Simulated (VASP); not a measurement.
# NaCaGaS3O12 (R3c) in VASP: a series of runs, part 2 of 2

VASP 6.6.1. Earlier steps stand in the parts before.

## (3) Electric field gradients, r2SCAN

Contents of POSCAR:

```
NaCaGaS3O12
1.0
    4.4343937305      2.5601984140      7.6200363767
   -4.4343937305      2.5601984140      7.6200363767
    0.0000000000     -5.1203968280      7.6200363767
Na Ca Ga S O
2 2 2 6 24
Direct
    0.4981004100      0.4981004100      0.4981004100
    0.9981004100      0.9981004100      0.9981004100
    0.6456531800      0.6456531800      0.6456531800
    0.1456531800      0.1456531800      0.1456531800
    0.3490680700      0.3490680700      0.3490680700
    0.8490680700      0.8490680700      0.8490680700
    0.7281616800      0.0566000500      0.4648210000
    0.4648210000      0.7281616800      0.0566000500
    0.0566000500      0.4648210000      0.7281616800
    0.5566000500      0.2281616800      0.9648210000
    0.9648210000      0.5566000500      0.2281616800
    0.2281616800      0.9648210000      0.5566000500
    0.6988492900      0.9030171400      0.4917493600
    0.4917493600      0.6988492900      0.9030171400
    0.9030171400      0.4917493600      0.6988492900
    0.4030171400      0.1988492900      0.9917493600
    0.9917493600      0.4030171400      0.1988492900
    0.1988492900      0.9917493600      0.4030171400
    0.2615208200      0.1259363400      0.5255444800
    0.5255444800      0.2615208200      0.1259363400
    0.1259363400      0.5255444800      0.2615208200
    0.6259363400      0.7615208200      0.0255444800
    0.0255444800      0.6259363400      0.7615208200
    0.7615208200      0.0255444800      0.6259363400
    0.3815863900      0.7916832600      0.5912135300
    0.5912135300      0.3815863900      0.7916832600
    0.7916832600      0.5912135300      0.3815863900
    0.2916832600      0.8815863900      0.0912135300
    0.0912135300      0.2916832600      0.8815863900
    0.8815863900      0.0912135300      0.2916832600
    0.5580812300      0.2272746600      0.4511391100
    0.4511391100      0.5580812300      0.2272746600
    0.2272746600      0.4511391100      0.5580812300
    0.7272746600      0.0580812300      0.9511391100
    0.9511391100      0.7272746600      0.0580812300
    0.0580812300      0.9511391100      0.7272746600
```

Contents of INCAR.step1:

```
SYSTEM = NaCaGaS3O12
PREC = Accurate
ENCUT = 520
ISMEAR = -1
SIGMA = 0.02
LREAL = Auto
LASPH = .True.
NELM = 100
NBANDS = 144
GGA = PE
ALGO = Normal
EDIFF = 1E-4
LWAVE = .True.
LCHARG = .False.
```

Contents of INCAR.step2:

```
SYSTEM = NaCaGaS3O12
PREC = Accurate
ENCUT = 520
EDIFF = 1E-8
ISMEAR = -1
SIGMA = 0.02
LREAL = Auto
LASPH = .True.
NELM = 100
ALGO = Normal
ISIF = 2
LWAVE = .False.
LCHARG = .False.
METAGGA = R2SCAN
LMIXTAU = .True.
LEFG = .True.
NBANDS = 144
ISTART = 1
```

Contents of KPOINTS:

```
Automatic mesh
0
Gamma
  3 3 3
  0 0 0
```

Potentials or basis: VASP PAW PBE potentials, release 64 (Na_pv, Ca_sv, Ga_d, S, O).

The run is started by

```console
cat potpaw_PBE.64/Na_pv/POTCAR potpaw_PBE.64/Ca_sv/POTCAR potpaw_PBE.64/Ga_d/POTCAR potpaw_PBE.64/S/POTCAR potpaw_PBE.64/O/POTCAR > POTCAR
cp INCAR.step1 INCAR
mpirun -np 1 vasp_std > vasp.out
cp INCAR.step2 INCAR
mpirun -np 1 vasp_std > vasp.out
```

OUTCAR:

```text
SYSTEM = NaCaGaS3O12
   PREC = Accurate
   ENCUT = 520
   EDIFF = 1E-8
   ISMEAR = -1
   LREAL = Auto
   LASPH = .True.
   NELM = 100
   ISIF = 2
   METAGGA = R2SCAN
   ISTART = 1

 ion  position               nearest neighbor table
   1  0.498  0.498  0.498-
   2  0.998  0.998  0.998-
   3  0.646  0.646  0.646-  15 2.18  14 2.18  13 2.18  25 2.24  26 2.24  27 2.24
   4  0.146  0.146  0.146-  17 2.18  18 2.18  16 2.18  28 2.24  30 2.24  29 2.24
   5  0.349  0.349  0.349-  21 2.07  20 2.07  19 2.07  31 2.08  33 2.08  32 2.08
   6  0.849  0.849  0.849-  23 2.07  24 2.07  22 2.07  34 2.08  35 2.08  36 2.08
   7  0.728  0.057  0.465-  13 1.44  30 1.47  31 1.52  24 1.52
   8  0.465  0.728  0.057-  14 1.44  28 1.47  32 1.52  22 1.52
   9  0.057  0.465  0.728-  15 1.44  29 1.47  33 1.52  23 1.52
  10  0.557  0.228  0.965-  16 1.44  26 1.47  34 1.52  20 1.52
  11  0.965  0.557  0.228-  17 1.44  27 1.47  35 1.52  21 1.52
  12  0.228  0.965  0.557-  18 1.44  25 1.47  36 1.52  19 1.52
  13  0.699  0.903  0.492-   7 1.44   3 2.18
  14  0.492  0.699  0.903-   8 1.44   3 2.18
  15  0.903  0.492  0.699-   9 1.44   3 2.18
  16  0.403  0.199  0.992-  10 1.44   4 2.18
  17  0.992  0.403  0.199-  11 1.44   4 2.18
  18  0.199  0.992  0.403-  12 1.44   4 2.18
[... 16 lines left out ...]
  35  0.951  0.727  0.058-  11 1.52   6 2.08
  36  0.058  0.951  0.727-  12 1.52   6 2.08

  LATTYP: Found a trigonal (rhomboedric) cell.
 ALAT       =     9.1806000925
 COS(alpha) =     0.5333875106

  Lattice vectors:

 A1 = (   4.4343937305,   2.5601984140,   7.6200363767)
 A2 = (  -4.4343937305,   2.5601984140,   7.6200363767)
 A3 = (   0.0000000000,  -5.1203968280,   7.6200363767)

[... 1054 lines left out ...]
 -----------------------------------------------------------------------------
  energy-cutoff  :      520.00
  volume of cell :      519.06
      direct lattice vectors                 reciprocal lattice vectors
     4.434393731  2.560198414  7.620036377     0.112754985  0.065099121  0.043744323
    -4.434393731  2.560198414  7.620036377    -0.112754985  0.065099121  0.043744323
     0.000000000 -5.120396828  7.620036377     0.000000000 -0.130198242  0.043744323

 POSITION                                       TOTAL-FORCE (eV/Angst)
 -----------------------------------------------------------------------------------
      0.00000      0.00000     11.38663         0.000000      0.000000     -0.054026
      0.00000      0.00000     22.81668         0.000000      0.000000     -0.054026
      0.00000      0.00000     14.75970         0.000000      0.000000     -0.255101
      0.00000      0.00000      3.32965         0.000000      0.000000     -0.255101
      0.00000      0.00000      7.97973         0.000000      0.000000      0.253727
      0.00000      0.00000     19.40979         0.000000     -0.000000      0.253727
[... 28 lines left out ...]
      0.99270      3.99967     13.23216         0.402021     -0.331011     -0.061605
     -3.96017     -1.14013     13.23216         0.085653      0.513666     -0.061605
 -----------------------------------------------------------------------------------
    total drift:                                0.000000     -0.000001      0.029582

  FREE ENERGIE OF THE ION-ELECTRON SYSTEM (eV)
  ---------------------------------------------------
  free  energy   TOTEN  =      -303.1557199813 eV

  energy  without entropy=     -303.1557199813  energy(sigma->0) =     -303.15571998

 Electric field gradients (V/A^2)
---------------------------------------------------------------------
 ion       V_xx      V_yy      V_zz      V_xy      V_xz      V_yz
---------------------------------------------------------------------
   1       3.653     3.653    -7.306    -0.000    -0.000    -0.000
   2       3.653     3.653    -7.306     0.000     0.000    -0.000
   3      -5.855    -5.855    11.709    -0.000     0.000     0.000
   4      -5.855    -5.855    11.709     0.000    -0.000    -0.000
   5       2.322     2.322    -4.644    -0.000     0.000     0.000
   6       2.322     2.322    -4.644     0.000    -0.000     0.000
[... 28 lines left out ...]
  35     -27.286    64.146   -36.861  -119.214    33.922   -36.594
  36     -61.954    98.814   -36.861    99.198    14.730    47.674
---------------------------------------------------------------------

 Electric field gradients after diagonalization (V/A^2)
 (convention: |V_zz| > |V_xx| > |V_yy|)
----------------------------------------------------------------------
 ion       V_xx      V_yy      V_zz     asymmetry (V_yy - V_xx)/ V_zz
----------------------------------------------------------------------
   1       3.653     3.653    -7.306       0.000
   2       3.653     3.653    -7.306       0.000
   3      -5.855    -5.855    11.709       0.000
   4      -5.855    -5.855    11.709       0.000
   5       2.322     2.322    -4.644       0.000
   6       2.322     2.322    -4.644       0.000
[... 28 lines left out ...]
  35    -110.067   -48.526   158.593       0.388
  36    -110.067   -48.526   158.593       0.388
----------------------------------------------------------------------

           NMR quadrupolar parameters

 Cq : quadrupolar parameter    Cq=e*Q*V_zz/h
 eta: asymmetry parameters     (V_yy - V_xx)/ V_zz
 Q  : nuclear electric quadrupole moment in mb (millibarn)
----------------------------------------------------------------------
 ion       Cq(MHz)       eta       Q (mb)
----------------------------------------------------------------------
   1      -0.018       0.000       1.000
   2      -0.018       0.000       1.000
   3       0.028       0.000       1.000
   4       0.028       0.000       1.000
   5      -0.011       0.000       1.000
   6      -0.011       0.000       1.000
[... 28 lines left out ...]
  35       0.383       0.388       1.000
  36       0.383       0.388       1.000
----------------------------------------------------------------------
```

OUTCAR.step1:

```text
SYSTEM = NaCaGaS3O12
   PREC = Accurate
   ENCUT = 520
   ISMEAR = -1
   LREAL = Auto
   LASPH = .True.
[... 1121 lines left out ...]
      0.00000      0.00000     19.40979         0.000000     -0.000000      0.060034
[... 28 lines left out ...]
      0.99270      3.99967     13.23216         0.176470      0.072228      0.080872
     -3.96017     -1.14013     13.23216        -0.150787      0.116714      0.080872
 -----------------------------------------------------------------------------------
    total drift:                                0.000000     -0.000001     -0.017574

  FREE ENERGIE OF THE ION-ELECTRON SYSTEM (eV)
  ---------------------------------------------------
  free  energy   TOTEN  =      -218.2147540670 eV

  energy  without entropy=     -218.2147540670  energy(sigma->0) =     -218.21475407
```

OSZICAR.step1:

```text
N       E                     dE             d eps       ncg     rms          rms(c)
DAV:   1     0.359634308285E+04    0.35963E+04   -0.10812E+05  1728   0.187E+03
DAV:   2     0.376151722570E+03   -0.32202E+04   -0.30768E+04  2048   0.536E+02
DAV:   3    -0.205914253941E+03   -0.58207E+03   -0.56435E+03  1960   0.231E+02
DAV:   4    -0.252643657040E+03   -0.46729E+02   -0.46314E+02  2544   0.700E+01
DAV:   5    -0.254727288180E+03   -0.20836E+01   -0.20785E+01  2880   0.130E+01    0.107E+02
DAV:   6    -0.217371529461E+03    0.37356E+02   -0.16818E+02  2704   0.531E+01    0.670E+01
DAV:   7    -0.218321800973E+03   -0.95027E+00   -0.19644E+01  2448   0.140E+01    0.734E+00
DAV:   8    -0.218204411333E+03    0.11739E+00   -0.18424E+00  2208   0.469E+00    0.299E+00
DAV:   9    -0.218211784496E+03   -0.73732E-02   -0.31618E-01  2640   0.230E+00    0.151E+00
DAV:  10    -0.218210744816E+03    0.10397E-02   -0.60872E-02  2536   0.119E+00    0.602E-01
DAV:  11    -0.218214113393E+03   -0.33686E-02   -0.15373E-02  2368   0.411E-01    0.409E-01
DAV:  12    -0.218214668173E+03   -0.55478E-03   -0.27706E-03  2784   0.215E-01    0.126E-01
DAV:  13    -0.218214754067E+03   -0.85894E-04   -0.32417E-04  1552   0.787E-02
   1 F= -.21821475E+03 E0= -.21821475E+03  d E =-.244011E-13
```

Wall time 62 min (1 thread of Intel Xeon Platinum 8488C (Sapphire Rapids), shared host); peak memory 1 GiB.

Results:

```
Free energy            : -303.1557 eV
Pressure               : -4.5 GPa
Largest force          : 0.830 eV/Å
Band gap on the k mesh : 3.03 eV, direct
```

Forces on the atoms (eV/Å):
```
Na   0.000  0.000 -0.054
Na   0.000  0.000 -0.054
Ca   0.000  0.000 -0.255
Ca   0.000  0.000 -0.255
Ga   0.000  0.000  0.254
Ga   0.000  0.000  0.254
S   -0.215  0.248  0.078
S   -0.107 -0.310  0.078
S    0.322  0.062  0.078
S    0.215  0.248  0.078
S   -0.322  0.062  0.078
S    0.107 -0.310  0.078
O   -0.282  0.085  0.359
O    0.067 -0.287  0.359
O    0.215  0.202  0.359
O    0.282  0.085  0.359
O   -0.215  0.202  0.359
O   -0.067 -0.287  0.359
O    0.160  0.018 -0.347
O   -0.095  0.129 -0.347
O   -0.064 -0.147 -0.347
O   -0.160  0.018 -0.347
O    0.064 -0.147 -0.347
O    0.095  0.129 -0.347
O   -0.825  0.095 -0.009
O    0.330 -0.762 -0.009
O    0.495  0.667 -0.009
O    0.825  0.095 -0.009
O   -0.495  0.667 -0.009
O   -0.330 -0.762 -0.009
O    0.488 -0.183 -0.062
O   -0.086  0.514 -0.062
O   -0.402 -0.331 -0.062
O   -0.488 -0.183 -0.062
O    0.402 -0.331 -0.062
O    0.086  0.514 -0.062
```

Levels at points of the mesh, in eV from the valence-band top:
```
           k point  band 116  band 117  band 118  band 119  band 120  band 121  band 122  band 123  band 124  band 125
(0.00, 0.00, 0.00)     -0.45     -0.28     -0.28     -0.19      0.00      3.03      5.45      6.73      7.61      7.94
```

Electric field gradients, principal values (V/Å²):
```tsv
atom	least	middle	greatest (by size)
1 Na	3.653	3.653	-7.306
2 Na	3.653	3.653	-7.306
3 Ca	-5.855	-5.855	11.709
4 Ca	-5.855	-5.855	11.709
5 Ga	2.322	2.322	-4.644
6 Ga	2.322	2.322	-4.644
7 S	7.461	24.516	-31.977
8 S	7.461	24.516	-31.977
9 S	7.461	24.516	-31.977
10 S	7.461	24.516	-31.977
11 S	7.461	24.516	-31.977
12 S	7.461	24.516	-31.977
13 O	-56.340	-70.718	127.058
14 O	-56.340	-70.718	127.058
15 O	-56.340	-70.718	127.058
16 O	-56.340	-70.718	127.058
17 O	-56.340	-70.718	127.058
18 O	-56.340	-70.718	127.058
19 O	-69.667	-101.212	170.878
20 O	-69.667	-101.212	170.878
21 O	-69.667	-101.212	170.878
22 O	-69.667	-101.212	170.878
23 O	-69.667	-101.212	170.878
24 O	-69.667	-101.212	170.878
25 O	-64.241	-75.857	140.098
26 O	-64.241	-75.857	140.098
27 O	-64.241	-75.857	140.098
28 O	-64.241	-75.857	140.098
29 O	-64.241	-75.857	140.098
30 O	-64.241	-75.857	140.098
31 O	-48.526	-110.067	158.593
32 O	-48.526	-110.067	158.593
33 O	-48.526	-110.067	158.593
34 O	-48.526	-110.067	158.593
35 O	-48.526	-110.067	158.593
36 O	-48.526	-110.067	158.593
```

Caveat: without QUAD_EFG the Cq values of the log hold for a quadrupole moment of 1 mb, not for the nuclei; the PAW data sets were made with another functional, which shifts forces and pressure a little. r2SCAN opens gaps a little over a GGA but as a rule still falls short of measured ones.
